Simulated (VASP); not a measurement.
# CaAl4O (P-6m2) in VASP: a series of runs

The runs below take CaAl4O through single point, relaxation of cell and atoms, with PBE.

All numbers are computed with VASP 6.6.1; they aren't measurements. Logs are shortened: lines on timing, memory, paths and dates and some standing lists are left out, and cuts for length are marked.

## (1) The cell of the first run

The structure is hexagonal, space group P-6m2 (No. 187). The conventional cell has a = 5.631 Å, b = 5.631 Å, c = 3.987 Å, α = 90.00°, β = 90.00°, γ = 120.00°. Ca (site symmetry -6m2) has 15 Al at 3.25 to 3.45 Å and 3 O at 3.25 Å and 2 Ca at 3.99 Å within 4.3 Å. Al (site symmetry -6m2) has 6 Al at 2.63 Å and 3 O at 3.25 Å and 3 Ca at 3.25 Å within 3.5 Å. Within 3.3 Å of Al (site symmetry mm2) lie 2 O at 2.52 Å and 6 Al at 2.63 to 2.97 Å. O (site symmetry -6m2) has 9 Al at 2.52 to 3.25 Å and 3 Ca at 3.25 Å within 3.3 Å.

The cell was generated, and may not be a known phase.

## (2) Single point, PBE

INCAR reads:

```
ALGO     = Normal         # electronic algorithm
EDIFF    = 1E-6           # SCF threshold, eV
ENCUT    = 520            # plane-wave cutoff, eV
GGA      = PE             # functional
ISIF     = 2              # what is computed and relaxed
ISMEAR   = 0              # smearing method
LASPH    = True           # aspherical terms in the spheres
LCHARG   = True           # write CHGCAR
LELF     = True           # ELF
LREAL    = False          # projectors in reciprocal space
LVHAR    = True         
LWAVE    = False          # write WAVECAR
NBANDS   = 23             # bands
NELM     = 80             # most SCF steps
PREC     = Accurate       # precision mode
SIGMA    = 0.1            # smearing width, eV
```

KPOINTS reads:

```
k-points
0
Gamma
  12 12 10
```

POSCAR reads:

```
CaAl4O
1.0
    5.6306013809      0.0000000000      0.0000000000
   -2.8153006905      4.8762438344      0.0000000000
    0.0000000000      0.0000000000      3.9868566312
Ca Al O
1 4 1
Direct
    0.0000000000      0.0000000000      0.0000000000
    0.6666666667      0.3333333333      0.0000000000
    0.0187403576      0.5093701788      0.5000000000
    0.4906298212      0.5093701788      0.5000000000
    0.4906298212      0.9812596424      0.5000000000
    0.3333333333      0.6666666667      0.0000000000
```

Potentials or basis: VASP PAW PBE potentials, release 64 (Ca_sv, Al, O).

Started as:

```console
$ cat potpaw_PBE.64/Ca_sv/POTCAR potpaw_PBE.64/Al/POTCAR potpaw_PBE.64/O/POTCAR > POTCAR
$ mpirun -np 1 vasp_std > vasp.out
```

OUTCAR:

```text
EDIFF = 1E-6
   ENCUT = 520
   GGA = PE
   ISIF = 2
   ISMEAR = 0
   LASPH = True
   LREAL = False
   NELM = 80
   PREC = Accurate

 ion  position               nearest neighbor table
   1  0.000  0.000  0.000-   2 3.25   2 3.25   2 3.25
   2  0.667  0.333  0.000-   5 2.63   5 2.63   3 2.63   3 2.63   4 2.63   4 2.63   1 3.25   1 3.25
                             1 3.25
   3  0.019  0.509  0.500-   6 2.52   6 2.52   2 2.63   2 2.63   5 2.66   4 2.66   5 2.97   4 2.97

   4  0.491  0.509  0.500-   6 2.52   6 2.52   2 2.63   2 2.63   5 2.66   3 2.66   5 2.97   3 2.97

   5  0.491  0.981  0.500-   6 2.52   6 2.52   2 2.63   2 2.63   3 2.66   4 2.66   3 2.97   4 2.97

   6  0.333  0.667  0.000-   5 2.52   5 2.52   3 2.52   3 2.52   4 2.52   4 2.52

  LATTYP: Found a hexagonal cell.
 ALAT       =     5.6306013809
 C/A-ratio  =     0.7080694159

  Lattice vectors:

 A1 = (   5.6306013809,   0.0000000000,   0.0000000000)
 A2 = (  -2.8153006905,   4.8762438344,   0.0000000000)
 A3 = (   0.0000000000,   0.0000000000,   3.9868566312)

Analysis of symmetry for initial positions (statically):
=====================================================================
 Subroutine PRICEL returns:
 Original cell was already a primitive cell.

 Routine SETGRP: Setting up the symmetry group for a
 hexagonal supercell.

 Subroutine GETGRP returns: Found 12 space group operations
 (whereof 12 operations were pure point group operations)
 out of a pool of 24 trial point group operations.

The static configuration has the point symmetry D_3h.

Analysis of symmetry for dynamics (positions and initial velocities):
=====================================================================
 Subroutine PRICEL returns:
 Original cell was already a primitive cell.

 Routine SETGRP: Setting up the symmetry group for a
 hexagonal supercell.

 Subroutine GETGRP returns: Found 12 space group operations
 (whereof 12 operations were pure point group operations)
 out of a pool of 24 trial point group operations.

The dynamic configuration has the point symmetry D_3h.

 Subroutine INISYM returns: Found 12 space group operations
 (whereof 12 operations are pure point group operations),
 and found     1 'primitive' translations

----------------------------------------------------------------------------------------

                                     Primitive cell

  volume of cell :     109.4639

  direct lattice vectors                    reciprocal lattice vectors
     5.630601381  0.000000000  0.000000000     0.177600923  0.102537940  0.000000000
    -2.815300690  4.876243834  0.000000000     0.000000000  0.205075881  0.000000000
     0.000000000  0.000000000  3.986856631     0.000000000  0.000000000  0.250824169

  length of vectors
     5.630601381  5.630601381  3.986856631     0.205075881  0.205075881  0.250824169

  position of ions in fractional coordinates (direct lattice)
     0.000000000  0.000000000  0.000000000
     0.666666667  0.333333333  0.000000000
     0.018740358  0.509370179  0.500000000
     0.490629821  0.509370179  0.500000000
     0.490629821  0.981259642  0.500000000
     0.333333333  0.666666667  0.000000000

  ion indices of the primitive-cell ions
   primitive index   ion index
                 1           1
                 2           2
                 3           3
                 4           4
                 5           5
                 6           6

----------------------------------------------------------------------------------------

 KPOINTS: k-points

Automatic generation of k-mesh.
 Grid dimensions read from file:
 generate k-points for:   12   12   10

 Generating k-lattice:

  Cartesian coordinates                     Fractional coordinates (reciprocal lattice)
     0.014800077  0.008544828  0.000000000     0.083333333  0.000000000  0.000000000
     0.000000000  0.017089657  0.000000000     0.000000000  0.083333333  0.000000000
     0.000000000  0.000000000  0.025082417     0.000000000  0.000000000  0.100000000

  Length of vectors
     0.017089657  0.017089657  0.025082417

  Shift w.r.t. Gamma in fractional coordinates (k-lattice)
     0.000000000  0.000000000  0.000000000

 Subroutine IBZKPT returns following result:
 ===========================================

 Found    114 irreducible k-points:

 Following reciprocal coordinates:
            Coordinates               Weight
  0.000000  0.000000  0.000000      1.000000
  0.083333  0.000000  0.000000      6.000000
  0.166667  0.000000  0.000000      6.000000
  0.250000  0.000000  0.000000      6.000000
  0.333333  0.000000  0.000000      6.000000
  0.416667  0.000000  0.000000      6.000000
[... 16 lines left out ...]
  0.250000  0.000000  0.100000     12.000000
  0.333333  0.000000  0.100000     12.000000
 [... further k-points ...]
   k-points           NKPTS =    114   k-points in BZ     NKDIM =    114   number of bands    NBANDS=     23
   number of dos      NEDOS =    301   number of ions     NIONS =      6
   total plane-waves  NPLWV =  52920
   dimension x,y,z NGX =    42 NGY =   42 NGZ =   30
   dimension x,y,z NGXF=    84 NGYF=   84 NGZF=   60
   ions per type =               1   4   1
   NGX,Y,Z   is equivalent  to a cutoff of  12.40, 12.40, 12.51 a.u.
   NGXF,Y,Z  is equivalent  to a cutoff of  24.80, 24.80, 25.02 a.u.
 SYSTEM =  unknown system
   PREC   = accura    normal or accurate (medium, high low for compatibility)
   ISTART =      0    job   : 0-new  1-cont  2-samecut
   ICHARG =      2    charge: 1-file 2-atom 10-const
   ISPIN  =      1    spin polarized calculation?
   LNONCOLLINEAR =      F non collinear calculations
   LSORBIT =      F    spin-orbit coupling
   LASPH  =      T    aspherical Exc in radial PAW
   ENCUT  =  520.0 eV  38.22 Ry    6.18 a.u.  10.47 10.47  7.41*2*pi/ulx,y,z
   NELM   =     80;   NELMIN=  2; NELMDL= -5     # of ELM steps
   EDIFF  = 0.1E-05   stopping-criterion for ELM
   LREAL  =      F    real-space projection
   EDIFFG = 0.1E-04   stopping-criterion for IOM
   NSW    =      0    number of steps for IOM
   IBRION =     -1    ionic relax: 0-MD 1-quasi-New 2-CG
   NFREE  =      0    steps in history (QN), initial steepest desc. (CG)
   ISIF   =      2    stress and relaxation
   ISYM   =      2    0-nonsym 1-usesym 2-fastsym
   POTIM  = 0.5000    time-step for ionic-motion
   TEBEG  =    0.0;   TEEND  =   0.0 temperature during run
   PSTRESS=    0.0 pullay stress
   NELECT =      28.0000    total number of electrons
   NUPDOWN=      -1.0000    fix difference up-down
   EMIN   =  10.00;   EMAX   =-10.00  energy-range for DOS
   EFERMI =   0.00;   METHOD = LEGACY
   ISMEAR =     0;   SIGMA  =   0.10  broadening in eV -4-tet -1-fermi 0-gaus
   EFERMI_NEDOS =   21; number of points for ismear=-14 and -15
   IALGO  =     38    algorithm
   IMIX   =      4    mixing-type and parameters
     AMIX     =   0.40;   BMIX     =  1.00
     AMIX_MAG =   1.60;   BMIX_MAG =  1.00
  volume/ion in A,a.u.               =      18.24       123.12
  Fermi-wavevector in a.u.,A,eV,Ry     =   1.039211  1.963825 14.693752  1.079960
  Thomas-Fermi vector in A             =   2.173731
   LORBIT       =      0    0 simple, 1 ext, 2 COOP (PROOUT), +10 PAW based schemes
   GGA     = PE    functional components
   LHFCALC =     F    Hartree Fock is set to
   AEXX    =    0.0000 exact exchange contribution
   IVDW    =     0    specifies the selected vdW correction
   LEPSILON=     F    determine dielectric tensor
   LRPA    =     F    only Hartree local field effects (RPA)
 non-spin polarized calculation
 Gauss-broadening in eV      SIGMA  =   0.10
  energy-cutoff  :      520.00
  volume of cell :      109.46
 maximum number of plane-waves:      2991
 NGX is ok and might be reduce to    42
   NGX = 21   NGY = 21   NGZ = 15

 number of electron      28.0000001 magnetization

 Free energy of the ion-electron system (eV)
  ---------------------------------------------------
  ext. energy  EPLUGINS =         0.00000000
  ---------------------------------------------------
  free energy    TOTEN  =       -23.19419770 eV

  energy without entropy =      -23.16458596  energy(sigma->0) =      -23.17939183

 E-fermi :   5.5944     XC(G=0):  -9.6727

 val. band max:        5.5917127520   @ k =   0.3333   0.0833   0.5000
 cond. band min:       5.5977008462   @ k =   0.0000   0.0000   0.4000
 fundamental gap:      0.0059880942
 Fermi energy:         5.5943864149

 k-point     1 :       0.0000    0.0000    0.0000
  band No.  band energies     occupation
      1     -35.5097      2.00000
      2     -16.5383      2.00000
      3     -16.5383      2.00000
      4     -16.5012      2.00000
      5     -12.1294      2.00000
      6      -3.1239      2.00000
[... 15 lines left out ...]
     22       9.9609      0.00000
     23       9.9609      0.00000

 k-point     2 :       0.0833    0.0000    0.0000
  band No.  band energies     occupation
      1     -35.5097      2.00000
      2     -16.5387      2.00000
      3     -16.5383      2.00000
      4     -16.5012      2.00000
      5     -12.1282      2.00000
      6      -3.1104      2.00000
[... 15 lines left out ...]
     22       9.9232      0.00000
     23       9.9367      0.00000

 k-point     3 :       0.1667    0.0000    0.0000
  band No.  band energies     occupation
      1     -35.5097      2.00000
      2     -16.5399      2.00000
      3     -16.5385      2.00000
      4     -16.5012      2.00000
      5     -12.1250      2.00000
      6      -3.0713      2.00000
[... 15 lines left out ...]
     22      10.1152      0.00000
     23      10.1442      0.00000

 k-point     4 :       0.2500    0.0000    0.0000
  band No.  band energies     occupation
      1     -35.5097      2.00000
      2     -16.5415      2.00000
      3     -16.5388      2.00000
      4     -16.5011      2.00000
      5     -12.1207      2.00000
      6      -3.0117      2.00000
[... 15 lines left out ...]
     22      10.2887      0.00000
     23      10.3411      0.00000

 k-point     5 :       0.3333    0.0000    0.0000
  band No.  band energies     occupation
      1     -35.5097      2.00000
      2     -16.5430      2.00000
      3     -16.5390      2.00000
      4     -16.5011      2.00000
      5     -12.1164      2.00000
      6      -2.9432      2.00000
[... 15 lines left out ...]
     22      10.3726      0.00000
     23      10.4136      0.00000

 k-point     6 :       0.4167    0.0000    0.0000
  band No.  band energies     occupation
      1     -35.5096      2.00000
      2     -16.5442      2.00000
      3     -16.5392      2.00000
      4     -16.5010      2.00000
      5     -12.1133      2.00000
      6      -2.8859      2.00000
[... 15 lines left out ...]
     22      10.3677      0.00000
     23      10.5085      0.00000

 k-point     7 :       0.5000    0.0000    0.0000
  band No.  band energies     occupation
      1     -35.5096      2.00000
      2     -16.5446      2.00000
      3     -16.5393      2.00000
      4     -16.5010      2.00000
      5     -12.1121      2.00000
      6      -2.8630      2.00000
[... 353 lines left out ...]
     22      10.3681      0.00000
     23      10.3681      0.00000

 k-point    21 :       0.0833    0.0000    0.1000
  band No.  band energies     occupation
      1     -35.5093      2.00000
      2     -16.5379      2.00000
      3     -16.5376      2.00000
      4     -16.5076      2.00000
      5     -12.1170      2.00000
      6      -3.0584      2.00000
[... 15 lines left out ...]
     22      10.3295      0.00000
     23      10.3973      0.00000

 k-point    22 :       0.1667    0.0000    0.1000
  band No.  band energies     occupation
      1     -35.5093      2.00000
      2     -16.5391      2.00000
      3     -16.5378      2.00000
      4     -16.5076      2.00000
      5     -12.1139      2.00000
      6      -3.0147      2.00000
[... 15 lines left out ...]
     22      10.1944      0.00000
     23      10.4790      0.00000

 k-point    23 :       0.2500    0.0000    0.1000
  band No.  band energies     occupation
      1     -35.5093      2.00000
      2     -16.5407      2.00000
      3     -16.5380      2.00000
      4     -16.5075      2.00000
      5     -12.1098      2.00000
      6      -2.9479      2.00000
[... 15 lines left out ...]
     22      10.0747      0.00000
     23      10.2306      0.00000

 k-point    24 :       0.3333    0.0000    0.1000
  band No.  band energies     occupation
      1     -35.5093      2.00000
      2     -16.5422      2.00000
      3     -16.5383      2.00000
      4     -16.5075      2.00000
      5     -12.1057      2.00000
      6      -2.8708      2.00000
[... 15 lines left out ...]
     22       9.9310      0.00000
     23      10.2224      0.00000

 [... further k-points ...]

------------------------ aborting loop because EDIFF is reached ----------------------------------------

  FORCE on cell =-STRESS in cart. coord.  units (eV):
  Direction    XX          YY          ZZ          XY          YZ          ZX
  --------------------------------------------------------------------------------------
  -------------------------------------------------------------------------------------
  Total       -0.0095308     -0.0095308     -0.0244907      0.0000000     -0.0000000      0.0000000
  in kB       -0.1394982     -0.1394982     -0.3584607      0.0000000     -0.0000000      0.0000000
  external PRESSURE =      -0.2124857 kB  Pullay stress =       0.0000000 kB

 VOLUME and BASIS-vectors are now :
 -----------------------------------------------------------------------------
  energy-cutoff  :      520.00
  volume of cell :      109.46
      direct lattice vectors                 reciprocal lattice vectors
     5.630601381  0.000000000  0.000000000     0.177600923  0.102537940  0.000000000
    -2.815300690  4.876243834  0.000000000     0.000000000  0.205075881  0.000000000
     0.000000000  0.000000000  3.986856631     0.000000000  0.000000000  0.250824169

 POSITION                                       TOTAL-FORCE (eV/Angst)
 -----------------------------------------------------------------------------------
      0.00000      0.00000      0.00000        -0.000000      0.000000      0.000000
      2.81530      1.62541      0.00000        -0.000000      0.000000      0.000000
     -1.32851      2.48381      1.99343         0.001961      0.001132     -0.000000
      1.32851      2.48381      1.99343        -0.001961      0.001132     -0.000000
     -0.00000      4.78486      1.99343         0.000000     -0.002265     -0.000000
     -0.00000      3.25083      0.00000        -0.000000      0.000000      0.000000
 -----------------------------------------------------------------------------------
    total drift:                                0.000000     -0.000000     -0.000000

  FREE ENERGIE OF THE ION-ELECTRON SYSTEM (eV)
  ---------------------------------------------------
  free  energy   TOTEN  =       -23.1941976978 eV

  energy  without entropy=      -23.1645859566  energy(sigma->0) =      -23.17939183
```

Run time: 2.7 min. Hardware: 1 thread of Intel Xeon Platinum 8488C (Sapphire Rapids), shared host; peak memory 0.4 GiB.

What came out:

* Free energy: -23.1942 eV
* Pressure: 0.0 GPa
* Band gap on the k mesh: zero (bands 14 and 15 overlap by 1.37 eV)

Forces on the atoms (eV/Å):
```
Ca   0.000  0.000  0.000
Al   0.000  0.000  0.000
Al   0.002  0.001  0.000
Al  -0.002  0.001  0.000
Al   0.000 -0.002  0.000
O    0.000  0.000  0.000
```

Levels at points of the mesh, in eV from the Fermi level:
```csv
k point,band 12,band 13,band 14,band 15,band 16,band 17
"(0.00, 0.00, 0.00)",-2.59,-0.10,0.29,0.29,0.51,1.25
"(0.50, 0.00, 0.00)",-1.79,-0.48,0.30,1.05,2.03,2.37
"(0.00, 0.00, 0.50)",-1.69,-1.42,-1.42,-0.35,-0.35,0.12
"(0.50, 0.00, 0.50)",-2.65,-1.19,-0.15,0.05,2.05,2.29
```

## (3) Relaxation of cell and atoms, PBE

This run uses another cell than the first one, of 18.16 Å³/atom.

INCAR reads:

```
ALGO     = Normal         # electronic algorithm
EDIFF    = 1E-6           # SCF threshold, eV
EDIFFG   = -0.01          # ionic threshold
ENCUT    = 600            # plane-wave cutoff, eV
GGA      = PE             # functional
IBRION   = 2              # ionic algorithm
ISIF     = 3              # what is computed and relaxed
ISMEAR   = 0              # smearing method
LASPH    = True           # aspherical terms in the spheres
LCHARG   = False          # write CHGCAR
LREAL    = False          # projectors in reciprocal space
LWAVE    = False          # write WAVECAR
NELM     = 80             # most SCF steps
NSW      = 100            # ionic steps
PREC     = Accurate       # precision mode
SIGMA    = 0.1            # smearing width, eV
```

KPOINTS is that of step 2.

POSCAR reads:

```
CaAl4O
1.0
    5.5857132615      0.0000000000      0.0000000000
   -2.7928566308      4.8373695828      0.0000000000
    0.0000000000      0.0000000000      4.0314897722
Ca Al O
1 4 1
Direct
    0.0000000000      0.0000000000      0.0000000000
    0.6666666667      0.3333333333      0.0000000000
    0.0184789729      0.5092394865      0.5000000000
    0.4907605135      0.5092394865      0.5000000000
    0.4907605135      0.9815210271      0.5000000000
    0.3333333333      0.6666666667      0.0000000000
```

Potentials or basis: VASP PAW PBE potentials, release 64 (Ca_sv, Al, O).

Started as:

```console
$ cat potpaw_PBE.64/Ca_sv/POTCAR potpaw_PBE.64/Al/POTCAR potpaw_PBE.64/O/POTCAR > POTCAR
$ mpirun -np 1 vasp_std > vasp.out
```

Wall time 9.1 min (1 thread of Intel Xeon 6975P-C (Granite Rapids), shared host); peak memory 0.48 GiB.

The run converged. Its results:

```
Free energy                           : -23.1955 eV
Relaxed volume                        : 18.24 Å³/atom
Relaxed cell                          : a = 5.630 Å, b = 5.630 Å, c = 3.986 Å, α = 90.00°, β = 90.00°, γ = 120.00°
Space group after relaxing (to 0.1 Å) : P-6m2 (No. 187)
Energy gained by relaxing             : 0.7 meV/atom
Ionic steps                           : 6
Pressure after relaxing               : 0.0 GPa
Band gap on the k mesh                : zero (bands 14 and 15 overlap by 1.37 eV)
```

The path:
```tsv
step	energy change (eV)	largest force (eV/Å)	pressure (GPa)	volume (Å³)
1	0.0000	0.0455	0.17	108.93
2	-0.0022	0.0061	0.01	109.23
3	-0.0031	0.0579	-0.16	109.54
4	-0.0041	0.0330	0.02	109.31
5	-0.0042	0.0188	0.13	109.17
6	-0.0044	0.0001	0.00	109.42
```

Final structure:
```
Ca Al O
1.0
     5.63001    0.00000    0.00000
    -2.81500    4.87573    0.00000
     0.00000    0.00000    3.98595
Ca Al O
1 4 1
Cartesian
  0.0000 0.0000 0.0000
  2.8150 1.6252 0.0000
  -1.3282 2.4836 1.9930
  1.3282 2.4836 1.9930
  0.0000 4.7842 1.9930
  0.0000 3.2505 0.0000
```

Levels at points of the mesh, in eV from the Fermi level:
```csv
k point,band 12,band 13,band 14,band 15,band 16,band 17
"(0.00, 0.00, 0.00)",-2.59,-0.10,0.29,0.29,0.51,1.25
"(0.50, 0.00, 0.00)",-1.79,-0.48,0.29,1.05,2.04,2.37
"(0.00, 0.00, 0.50)",-1.69,-1.42,-1.42,-0.35,-0.35,0.12
"(0.50, 0.00, 0.50)",-2.65,-1.19,-0.15,0.05,2.05,2.29
```
